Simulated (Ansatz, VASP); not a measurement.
One calculation of Sc, two programs

The input INCAR:

```
SYSTEM = Sc
PREC = Accurate ; ENCUT = 520
EDIFF = 1E-8 ; ISMEAR = -1
SIGMA = 0.03 ; LREAL = .False.
LASPH = .True. ; NELM = 60
ALGO = Normal ; ISIF = 2
LWAVE = .False. ; LCHARG = .False.
GGA = PE ; LEFG = .True.
NBANDS = 18
```

File KPOINTS:

```
Automatic mesh
0
Gamma
  10 10 10
  0 0 0
```

Contents of POSCAR:

```
Sc
1.0
    0.0000000000      3.2297234870      3.2297234870
    3.2297234870      0.0000000000      3.2297234870
    3.2297234870      3.2297234870      0.0000000000
Sc
2
Direct
    0.0000000000      0.0000000000      0.0000000000
    0.2500000000      0.2500000000      0.2500000000
```

Input for Ansatz:

```yaml
crystal:
  lattice:
    - [0.0, 3.229723487, 3.229723487]
    - [3.229723487, 0.0, 3.229723487]
    - [3.229723487, 3.229723487, 0.0]
  atoms:
    - { symbol: Sc, position: [0.0, 0.0, 0.0] }
    - { symbol: Sc, position: [0.25, 0.25, 0.25] }
kpoints:
  mp_grid: { grid: [10, 10, 10] }
  band_path:
    path:
      - [0.0, 0.0, 0.0]
      - [0.5, 0.0, 0.5]
      - [0.625, 0.25, 0.625]
      - [0.375, 0.375, 0.75]
      - [0.0, 0.0, 0.0]
      - [0.5, 0.5, 0.5]
      - [0.5, 0.25, 0.75]
      - [0.5, 0.0, 0.5]
    npoints: 8
scf:
  occupations: { method: fermi_dirac, width: 0.03 }
hamiltonian:
  xc: pbe
  pseudopotentials: { kind: all_electron, datasets: crystal }
output:
  forces: true
  stress: true
  eigenvalues: true
  efg: { contact_densities: true }
```

Alike in both runs: task electric field gradients; functional PBE; k mesh 10 × 10 × 10; occupations fermi-dirac, width 0.03 eV; no spin polarisation.

|  | VASP | Ansatz |
| --- | --- | --- |
| version | VASP 6.6.1 | Ansatz 0.2.0 |
| potentials or method | VASP PAW PBE potentials, release 64 (Sc_sv), cutoff 520 eV | all-electron PAW with datasets made for the crystal, scalar-relativistic |

|  | VASP | Ansatz | Ansatz less VASP |
| --- | --- | --- | --- |
| pressure (GPa) | 0.0 | 0.0 | -0.01 |

Ansatz ran all-electron here, and VASP with PAW potentials. Ansatz's warnings: printed levels off.
